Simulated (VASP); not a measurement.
Here is a VASP 6.6.1 calculation.

The input INCAR:

```
SYSTEM = CaSe
ALGO = Normal
EDIFF = 1E-6
ENCUT = 520
GGA = PE
ISIF = 2
ISMEAR = -1
LASPH = .True.
LCHARG = .False.
LREAL = .False.
LWAVE = .False.
NBANDS = 15
NELM = 60
PREC = Accurate
SIGMA = 0.02
```

KPOINTS

```
k-points
0
Gamma
  8 8 8
  0 0 0
```

The input POSCAR:

```
CaSe
1.0
    0.0000000000      2.9675351088      2.9675351088
    2.9675351088      0.0000000000      2.9675351088
    2.9675351088      2.9675351088      0.0000000000
Ca Se
1 1
Direct
    0.0000000000      0.0000000000      0.0000000000
    0.5000000000      0.5000000000      0.5000000000
```

Potentials or basis: VASP PAW PBE potentials, release 64 (Ca_sv, Se).

Run with:

```console
$ cat potpaw_PBE.64/Ca_sv/POTCAR potpaw_PBE.64/Se/POTCAR > POTCAR
$ mpirun -np 1 vasp_std > vasp.out
```

**Question.** Estimate the band gap on the k mesh.

**Answer.** 2.05 eV (least direct gap 2.97 eV).

**Question.** Predict the pressure.

**Answer.** 0.7 GPa.

A k mesh can miss the band edges.
